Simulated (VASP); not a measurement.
Wanted: the native input for a VASP 6.6.1 run.

```
Task                   : single point
Functional             : PBE
Potentials or basis    : VASP PAW PBE potentials, release 64 (Mg, Si, N)
Cutoff                 : 520 eV
k mesh                 : 8 × 8 × 8
Occupations            : gaussian, width 0.1 eV
Spin                   : no spin polarisation
Dipole correction      : no
Further INCAR settings : ALGO = Normal; EDIFF = 1e-06; NBANDS = 17
```

The structure of Mg2SiN2 lies in POSCAR:

```
Mg2SiN2
1.0
   -1.8735230799      1.8735230799      4.8398225380
    1.8735230799     -1.8735230799      4.8398225380
    1.8735230799      1.8735230799     -4.8398225380
Mg Si N
2 1 2
Direct
    0.7500000000      0.2500000000      0.5000000000
    0.2500000000      0.7500000000      0.5000000000
    0.5000000000      0.5000000000      0.0000000000
    0.1568841538      0.1568841538      0.0000000000
    0.8431158462      0.8431158462      0.0000000000
```

The cell was generated, and may not be a known phase.

These files were run (other wordings do the same):

INCAR

```
SYSTEM = Mg2SiN2
ALGO = Normal
EDIFF = 1E-6
ENCUT = 520
GGA = PE
ISIF = 2
ISMEAR = 0
LASPH = .True.
LCHARG = .True.
LELF = .True.
LREAL = .False.
LVHAR = .True.
LWAVE = .False.
NBANDS = 17
NELM = 60
PREC = Accurate
SIGMA = 0.1
```

KPOINTS

```
k-points
0
Gamma
  8 8 8
  0 0 0
```

Potentials or basis: VASP PAW PBE potentials, release 64 (Mg, Si, N).

Command:

```sh
$ cat potpaw_PBE.64/Mg/POTCAR potpaw_PBE.64/Si/POTCAR potpaw_PBE.64/N/POTCAR > POTCAR
$ mpirun -np 1 vasp_std > vasp.out
```

Results of the run:

```
Pressure               : 0.0 GPa
Largest force          : 0.018 eV/Å
Band gap on the k mesh : zero (filled and empty bands touch)
```

It took 2 min on 1 thread of Intel(R) Xeon(R) Platinum 8259CL CPU @ 2.50GHz (Skylake/Cascade Lake), on a shared host, peak memory 0.29 GiB.
